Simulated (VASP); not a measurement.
Wanted: the native input for a VASP 6.6.1 run.

| Property | Result |
| --- | --- |
| Task | single point |
| Functional | LDA |
| Potentials or basis | VASP PAW LDA potentials, release 64 (Cd, S) |
| Cutoff | 520 eV |
| k mesh | 6 × 6 × 6 |
| Occupations | gaussian, width 0.01 eV |
| Spin | no spin polarisation |
| Dipole correction | no |
| Further INCAR settings | ALGO = Normal; EDIFF = 1e-06; NBANDS = 16 |

The structure of CdS (Hawleyite) lies in POSCAR:

```
CdS
1.0
    0.0000000000      2.9165000000      2.9165000000
    2.9165000000      0.0000000000      2.9165000000
    2.9165000000      2.9165000000      0.0000000000
Cd S
1 1
Direct
    0.0000000000      0.0000000000      0.0000000000
    0.2500000000      0.2500000000      0.2500000000
```

One way to write it, as run:

INCAR

```
PREC = Accurate
ENCUT = 520
EDIFF = 1E-6
ISMEAR = 0
SIGMA = 0.01
LREAL = F
LASPH = T
NELM = 60
ALGO = Normal
ISIF = 2
LWAVE = F
LCHARG = T
LELF = T
LVHAR = T
NBANDS = 16
```

KPOINTS

```
regular mesh
0
Gamma
  6 6 6
```

Potentials or basis: VASP PAW LDA potentials, release 64 (Cd, S).

Command:

```sh
$ cat potpaw_LDA.64/Cd/POTCAR potpaw_LDA.64/S/POTCAR > POTCAR
$ mpirun -np 1 vasp_std > vasp.out
```

Results of the run:

The pressure is -2.0 GPa and the band gap on the k mesh is 0.89 eV, direct.

It took 7.4 s on 1 thread of AMD EPYC 9R45 96-Core Processor (Zen 5), on a shared host, peak memory 0.12 GiB.
